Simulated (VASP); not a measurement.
# Lu (C2/c) in VASP: notebook

Runs on Lu. Level: BLYP. Tasks: single point.

All numbers are computed with VASP 6.6.1; they aren't measurements. Logs are shortened: lines on timing, memory, paths and dates and some standing lists are left out, and cuts for length are marked.

## (1) The cell of the first run

The typed cell holds 2 atoms: a = 3.390 Å, b = 3.390 Å, c = 6.274 Å, α = 105.66°, β = 105.66°, γ = 120.02°.

## (2) Single point, BLYP (26.28 Å³/atom)

File INCAR:

```
PREC = Accurate
ENCUT = 520
EDIFF = 1E-6
ISMEAR = -1
SIGMA = 0.1
LREAL = F
LASPH = T
NELM = 100
ALGO = Normal
ISIF = 2
LWAVE = F
LCHARG = F
GGA = B5
ALDAX = 1.0
AGGAX = 1.0
AGGAC = 1.0
ALDAC = 0.0
NBANDS = 32
```

File KPOINTS:

```
Automatic mesh
0
Gamma
  13 13 7
```

File POSCAR:

```
Lu
1.0
   -2.2829205592      1.8697946655      1.6694378238
    1.8697946655     -2.2829205592      1.6694378238
    4.0909889967      4.0909889967     -2.4260786550
Lu
2
Direct
    0.9583898942      0.0416101058      1.0000000000
    0.7916101058      0.2083898942      0.5000000000
```

Potentials or basis: VASP PAW PBE potentials, release 64 (Lu).

Launch:

```console
> cat potpaw_PBE.64/Lu/POTCAR > POTCAR
> mpirun -np 1 vasp_std > vasp.out
```

OUTCAR:

```text
PREC = Accurate
   ENCUT = 520
   EDIFF = 1E-6
   ISMEAR = -1
   LREAL = F
   LASPH = T
   NELM = 100
   ISIF = 2
   GGA = B5

 ion  position               nearest neighbor table
   1  0.958  0.042  0.000-   2 3.29   2 3.29   2 3.29   2 3.29   2 3.29   2 3.29
   2  0.792  0.208  0.500-   1 3.29   1 3.29   1 3.29   1 3.29   1 3.29   1 3.29

  Warning from LATTYP: Got some problem with cell dimensions!
  Tried to take original basis but could not verify dimensions!
  LATTYP: Found a base centered monoclinic cell.
 ALAT       =     3.3896071451
 B/A-ratio  =     1.7325978911
 C/A-ratio  =     1.5579303799
 COS(beta)  =    -0.0004957997

  Lattice vectors:

 A1 = (   2.2829205592,  -1.8697946655,  -1.6694378238)
 A2 = (  -1.8697946655,   2.2829205592,  -1.6694378238)
 A3 = (   3.6778631030,   3.6778631030,   0.9127969926)

Analysis of symmetry for initial positions (statically):
=====================================================================
 Subroutine PRICEL returns:
 Original cell was already a primitive cell.

 Routine SETGRP: Setting up the symmetry group for a
 base centered monoclinic supercell.

 Subroutine GETGRP returns: Found  4 space group operations
 (whereof  2 operations were pure point group operations)
 out of a pool of  4 trial point group operations.

The static configuration has the point symmetry C_2 .
 The point group associated with its full space group is C_2h.

Analysis of symmetry for dynamics (positions and initial velocities):
=====================================================================
 Subroutine PRICEL returns:
 Original cell was already a primitive cell.

 Routine SETGRP: Setting up the symmetry group for a
 base centered monoclinic supercell.

 Subroutine GETGRP returns: Found  4 space group operations
 (whereof  2 operations were pure point group operations)
 out of a pool of  4 trial point group operations.

The dynamic configuration has the point symmetry C_2 .
 The point group associated with its full space group is C_2h.

 Subroutine INISYM returns: Found  4 space group operations
 (whereof  2 operations are pure point group operations),
 and found     1 'primitive' translations

----------------------------------------------------------------------------------------

                                     Primitive cell

  volume of cell :      52.5610

  direct lattice vectors                    reciprocal lattice vectors
    -2.282920559  1.869794665  1.669437824    -0.024563957  0.216242346  0.323218778
     1.869794665 -2.282920559  1.669437824     0.216242346 -0.024563957  0.323218778
     4.090988997  4.090988997 -2.426078655     0.131898094  0.131898094  0.032640040

  length of vectors
     3.390410155  3.390410155  6.273614555     0.389659490  0.389659490  0.189366277

  position of ions in fractional coordinates (direct lattice)
     0.958389894  0.041610106  0.000000000
     0.791610106  0.208389894  0.500000000

  ion indices of the primitive-cell ions
   primitive index   ion index
                 1           1
                 2           2

----------------------------------------------------------------------------------------

 KPOINTS: Automatic mesh

Automatic generation of k-mesh.
 Grid dimensions read from file:
 generate k-points for:   13   13    7

 Generating k-lattice:

  Cartesian coordinates                     Fractional coordinates (reciprocal lattice)
    -0.001889535  0.016634027  0.024862983     0.076923077 -0.000000000  0.000000000
     0.016634027 -0.001889535  0.024862983    -0.000000000  0.076923077  0.000000000
     0.018842585  0.018842585  0.004662863     0.000000000  0.000000000  0.142857143

  Length of vectors
     0.029973807  0.029973807  0.027052325

  Shift w.r.t. Gamma in fractional coordinates (k-lattice)
     0.000000000  0.000000000  0.000000000

 Subroutine IBZKPT returns following result:
 ===========================================

 Found    322 irreducible k-points:

 Following reciprocal coordinates:
            Coordinates               Weight
  0.000000  0.000000  0.000000      1.000000
  0.076923 -0.000000  0.000000      4.000000
  0.153846 -0.000000 -0.000000      4.000000
  0.230769 -0.000000  0.000000      4.000000
  0.307692 -0.000000 -0.000000      4.000000
  0.384615  0.000000  0.000000      4.000000
[... 16 lines left out ...]
  0.384615  0.153846  0.000000      4.000000
  0.461538  0.153846 -0.000000      4.000000
 [... further k-points ...]
   k-points           NKPTS =    322   k-points in BZ     NKDIM =    322   number of bands    NBANDS=     32
   number of dos      NEDOS =    301   number of ions     NIONS =      2
   total plane-waves  NPLWV =  37632
   dimension x,y,z NGX =    28 NGY =   28 NGZ =   48
   dimension x,y,z NGXF=    56 NGYF=   56 NGZF=   96
   ions per type =               2
   NGX,Y,Z   is equivalent  to a cutoff of  13.73, 13.73, 12.72 a.u.
   NGXF,Y,Z  is equivalent  to a cutoff of  27.46, 27.46, 25.44 a.u.
 SYSTEM =  unknown system
   PREC   = accura    normal or accurate (medium, high low for compatibility)
   ISTART =      0    job   : 0-new  1-cont  2-samecut
   ICHARG =      2    charge: 1-file 2-atom 10-const
   ISPIN  =      1    spin polarized calculation?
   LNONCOLLINEAR =      F non collinear calculations
   LSORBIT =      F    spin-orbit coupling
   LASPH  =      T    aspherical Exc in radial PAW
   ENCUT  =  520.0 eV  38.22 Ry    6.18 a.u.   6.30  6.30 11.66*2*pi/ulx,y,z
   NELM   =    100;   NELMIN=  2; NELMDL= -5     # of ELM steps
   EDIFF  = 0.1E-05   stopping-criterion for ELM
   LREAL  =      F    real-space projection
   EDIFFG = 0.1E-04   stopping-criterion for IOM
   NSW    =      0    number of steps for IOM
   IBRION =     -1    ionic relax: 0-MD 1-quasi-New 2-CG
   NFREE  =      0    steps in history (QN), initial steepest desc. (CG)
   ISIF   =      2    stress and relaxation
   ISYM   =      2    0-nonsym 1-usesym 2-fastsym
   POTIM  = 0.5000    time-step for ionic-motion
   TEBEG  =    0.0;   TEEND  =   0.0 temperature during run
   PSTRESS=    0.0 pullay stress
   NELECT =      50.0000    total number of electrons
   NUPDOWN=      -1.0000    fix difference up-down
   EMIN   =  10.00;   EMAX   =-10.00  energy-range for DOS
   EFERMI =   0.00;   METHOD = LEGACY
   ISMEAR =    -1;   SIGMA  =   0.10  broadening in eV -4-tet -1-fermi 0-gaus
   EFERMI_NEDOS =   21; number of points for ismear=-14 and -15
   IALGO  =     38    algorithm
   IMIX   =      4    mixing-type and parameters
     AMIX     =   0.40;   BMIX     =  1.00
     AMIX_MAG =   1.60;   BMIX_MAG =  1.00
  volume/ion in A,a.u.               =      26.28       177.35
  Fermi-wavevector in a.u.,A,eV,Ry     =   1.610065  3.042583 35.270531  2.592311
  Thomas-Fermi vector in A             =   2.705675
   LORBIT       =      0    0 simple, 1 ext, 2 COOP (PROOUT), +10 PAW based schemes
   GGA     = B5    functional components
   LHFCALC =     F    Hartree Fock is set to
   AEXX    =    0.0000 exact exchange contribution
   IVDW    =     0    specifies the selected vdW correction
   LEPSILON=     F    determine dielectric tensor
   LRPA    =     F    only Hartree local field effects (RPA)
 non-spin polarized calculation
  energy-cutoff  :      520.00
  volume of cell :       52.56
 maximum number of plane-waves:      1432
 NGX is ok and might be reduce to    28
   NGX = 13   NGY = 13   NGZ = 23

 number of electron      50.0000005 magnetization

 Free energy of the ion-electron system (eV)
  ---------------------------------------------------
  ext. energy  EPLUGINS =         0.00000000
  ---------------------------------------------------
  free energy    TOTEN  =        -6.90761677 eV

  energy without entropy =       -6.80906326  energy(sigma->0) =       -6.85834001

 E-fermi :   3.1367     XC(G=0): -10.6944

 val. band max:        3.1360256727   @ k =   0.2308   0.1538   0.4286
 cond. band min:       3.1388336360   @ k =   0.3846   0.2308  -0.0000
 fundamental gap:      0.0028079633
 Fermi energy:         3.1366683669

 k-point     1 :       0.0000    0.0000    0.0000
  band No.  band energies     occupation
      1     -52.6726      2.00000
      2     -52.6127      2.00000
      3     -23.9785      2.00000
      4     -23.3672      2.00000
      5     -23.3670      2.00000
      6     -23.2475      2.00000
[... 24 lines left out ...]
     31       6.6261      0.00000
     32       6.6304      0.00000

 k-point     2 :       0.0769   -0.0000    0.0000
  band No.  band energies     occupation
      1     -52.6695      2.00000
      2     -52.6128      2.00000
      3     -23.9551      2.00000
      4     -23.3919      2.00000
      5     -23.3747      2.00000
      6     -23.2812      2.00000
[... 24 lines left out ...]
     31       6.5856      0.00000
     32       6.5896      0.00000

 k-point     3 :       0.1538   -0.0000   -0.0000
  band No.  band energies     occupation
      1     -52.6608      2.00000
      2     -52.6131      2.00000
      3     -23.8943      2.00000
      4     -23.4569      2.00000
      5     -23.3937      2.00000
      6     -23.3834      2.00000
[... 24 lines left out ...]
     31       6.8036      0.00000
     32       6.9395      0.00000

 k-point     4 :       0.2308   -0.0000    0.0000
  band No.  band energies     occupation
      1     -52.6486      2.00000
      2     -52.6136      2.00000
      3     -23.8302      2.00000
      4     -23.5475      2.00000
      5     -23.5043      2.00000
      6     -23.4158      2.00000
[... 24 lines left out ...]
     31       7.4080      0.00000
     32       7.4837      0.00000

 k-point     5 :       0.3077   -0.0000   -0.0000
  band No.  band energies     occupation
      1     -52.6355      2.00000
      2     -52.6140      2.00000
      3     -23.8264      2.00000
      4     -23.6880      2.00000
      5     -23.5153      2.00000
      6     -23.4326      2.00000
[... 584 lines left out ...]
     31       8.6300      0.00000
     32       8.7180      0.00000

 k-point    22 :       0.3077    0.1538    0.0000
  band No.  band energies     occupation
      1     -52.6194      2.00000
      2     -52.6163      2.00000
      3     -23.8455      2.00000
      4     -23.8281      2.00000
      5     -23.5086      2.00000
      6     -23.4863      2.00000
[... 24 lines left out ...]
     31       9.0538      0.00000
     32       9.3801      0.00000

 k-point    23 :       0.3846    0.1538    0.0000
  band No.  band energies     occupation
      1     -52.6162      2.00000
      2     -52.6143      2.00000
      3     -23.8742      2.00000
      4     -23.8584      2.00000
      5     -23.5310      2.00000
      6     -23.5046      2.00000
[... 24 lines left out ...]
     31       9.2431      0.00000
     32       9.4651      0.00000

 k-point    24 :       0.4615    0.1538   -0.0000
  band No.  band energies     occupation
      1     -52.6182      2.00000
      2     -52.6123      2.00000
      3     -23.8788      2.00000
      4     -23.8321      2.00000
      5     -23.5564      2.00000
      6     -23.4794      2.00000
[... 24 lines left out ...]
     31       9.0834      0.00000
     32       9.7217      0.00000

 [... further k-points ...]

------------------------ aborting loop because EDIFF is reached ----------------------------------------

  FORCE on cell =-STRESS in cart. coord.  units (eV):
  Direction    XX          YY          ZZ          XY          YZ          ZX
  --------------------------------------------------------------------------------------
  -------------------------------------------------------------------------------------
  Total        2.4036615      2.4036615      2.3872653      0.0193693     -0.0004325     -0.0004325
  in kB       73.2689560     73.2689560     72.7691642      0.5904184     -0.0131821     -0.0131828
  external PRESSURE =      73.1023588 kB  Pullay stress =       0.0000000 kB

 VOLUME and BASIS-vectors are now :
 -----------------------------------------------------------------------------
  energy-cutoff  :      520.00
  volume of cell :       52.56
      direct lattice vectors                 reciprocal lattice vectors
    -2.282920559  1.869794665  1.669437824    -0.024563957  0.216242346  0.323218778
     1.869794665 -2.282920559  1.669437824     0.216242346 -0.024563957  0.323218778
     4.090988997  4.090988997 -2.426078655     0.131898094  0.131898094  0.032640040

 POSITION                                       TOTAL-FORCE (eV/Angst)
 -----------------------------------------------------------------------------------
     -2.11013      1.69700      1.66944         0.000468     -0.000468     -0.000000
      0.62796      3.04991      0.45640        -0.000468      0.000468      0.000000
 -----------------------------------------------------------------------------------
    total drift:                                0.000000     -0.000000     -0.000000

  FREE ENERGIE OF THE ION-ELECTRON SYSTEM (eV)
  ---------------------------------------------------
  free  energy   TOTEN  =        -6.9076167677 eV

  energy  without entropy=       -6.8090632619  energy(sigma->0) =       -6.85834001
```

Run time: 14 min. Hardware: 1 thread of Intel Xeon 8259CL, shared host; peak memory 0.54 GiB.

What came out:

```yaml
Free_energy: -6.9076 eV
Pressure: 7.3 GPa
Band_gap_on_the_k_mesh: zero (bands 25 and 26 overlap by 1.81 eV)
```

Levels at points of the mesh, in eV from the Fermi level:
| k point | band 21 | band 22 | band 23 | band 24 | band 25 | band 26 | band 27 | band 28 | band 29 | band 30 |
| --- | --- | --- | --- | --- | --- | --- | --- | --- | --- | --- |
| (0.00, 0.00, 0.00) | -4.78 | -4.76 | -4.75 | -2.56 | 1.25 | 2.13 | 2.14 | 2.63 | 2.95 | 2.96 |

Caveat: the cell stands under pressure; the PAW data sets were made with another functional, which shifts forces and pressure a little; spin-orbit coupling is left out, which moves the levels of the heavy elements.

## (3) Single point, BLYP (28.67 Å³/atom)

This run uses another cell than the first one, of 28.67 Å³/atom.

File INCAR:

```
AGGAC = 1.0 ; AGGAX = 1.0
ALDAC = 0.0 ; ALDAX = 1.0
ALGO = Normal ; EDIFF = 1E-7
ENCUT = 520 ; GGA = B5
ISIF = 2 ; ISMEAR = -1
LASPH = True ; LCHARG = False
LREAL = False ; LWAVE = False
NBANDS = 32 ; NELM = 100
PREC = Accurate ; SIGMA = 0.1
```

File KPOINTS:

```
k-points
0
Gamma
  13 13 7
```

File POSCAR:

```
Lu
1.0
   -2.3501034833      1.9248199148      1.7185668722
    1.9248199148     -2.3501034833      1.7185668722
    4.2113806599      4.2113806599     -2.4974745068
Lu
2
Direct
    0.9583898942      0.0416101058      1.0000000000
    0.7916101058      0.2083898942      0.5000000000
```

Potentials or basis: VASP PAW PBE potentials, release 64 (Lu).

Launch:

```console
> cat potpaw_PBE.64/Lu/POTCAR > POTCAR
> mpirun -np 1 vasp_std > vasp.out
```

It took 13 min on 1 thread of Intel Xeon 8259CL, shared host; peak memory 0.57 GiB.

It converged, with:

```
Free energy            : -7.0474 eV
Pressure               : 2.1 GPa
Band gap on the k mesh : zero (bands 25 and 26 overlap by 1.65 eV)
```

Levels at points of the mesh, in eV from the Fermi level:
| k point | band 23 | band 24 | band 25 | band 26 | band 27 | band 28 |
| --- | --- | --- | --- | --- | --- | --- |
| (0.00, 0.00, 0.00) | -4.91 | -2.40 | 0.94 | 2.06 | 2.06 | 2.51 |

Caveat: the PAW data sets were made with another functional, which shifts forces and pressure a little; spin-orbit coupling is left out, which moves the levels of the heavy elements.
